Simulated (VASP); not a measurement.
**TiO2: band structure with PBE**

The system is TiO2, a sheet with vacuum.

```
O Ti
1.0
     2.99466    0.00000    0.00000
     1.49733    2.59345    0.00000
     0.00000    0.00000   17.93527
O Ti
2 1
Cartesian
  0.0000 0.0000 9.9353
  2.9947 1.7290 8.0000
  1.4973 0.8645 8.9676
```

```yaml
Program: VASP 6.6.1
Task: band structure
Functional: PBE
Potentials_or_basis: VASP PAW PBE potentials, release 64 (O, Ti_sv)
Cutoff: 460 eV
k_mesh: 7 × 7 × 1
Occupations: gaussian, width 0.03 eV
Spin: no spin polarisation
Tolerance_level: screening
Dipole_correction: yes
Purpose: bands
Route: KPOINTS_OPT
Further_INCAR_settings: ALGO = Normal; EDIFF = 1e-06; NBANDS = 25; NELMDL = -8
```

| Item | Value |
| --- | --- |
| Largest force | 0.037 eV/Å |
| Band gap on the k mesh | 2.66 eV (least direct gap 2.85 eV) |
| Band gap along the path | 2.66 eV (least direct gap 2.85 eV) |

Forces in eV/Å, atoms in the order of the input:
```
O    0.000  0.000 -0.037
O    0.000  0.000  0.037
Ti   0.000  0.000  0.000
```

Levels at the corners of the path, in eV from the valence-band top:
```csv
point,band 10,band 11,band 12,band 13,band 14,band 15
Γ,-0.64,-0.19,-0.19,2.66,2.66,4.35
M,-1.67,-1.21,-0.64,2.91,3.69,3.76
M,-1.67,-1.21,-0.64,2.91,3.69,3.76
K,-1.42,-1.42,-1.08,2.87,3.93,3.93
K,-1.42,-1.42,-1.08,2.87,3.93,3.93
Γ,-0.64,-0.19,-0.19,2.66,2.66,4.35
Γ,-0.64,-0.19,-0.19,2.66,2.66,4.35
A,-0.64,-0.19,-0.19,2.66,2.66,4.35
A,-0.64,-0.19,-0.19,2.66,2.66,4.35
L,-1.67,-1.21,-0.64,2.91,3.69,3.76
L,-1.67,-1.21,-0.64,2.91,3.69,3.76
H,-1.42,-1.42,-1.08,2.87,3.93,3.93
H,-1.42,-1.42,-1.08,2.87,3.93,3.93
A,-0.64,-0.19,-0.19,2.66,2.66,4.35
L,-1.67,-1.21,-0.64,2.91,3.69,3.76
M,-1.67,-1.21,-0.64,2.91,3.69,3.76
K,-1.42,-1.42,-1.08,2.87,3.93,3.93
H,-1.42,-1.42,-1.08,2.87,3.93,3.93
```

Wall time 110 s on 1 thread of Intel(R) Xeon(R) 6975P-C (Granite Rapids) (shared host), peak memory 0.24 GiB.
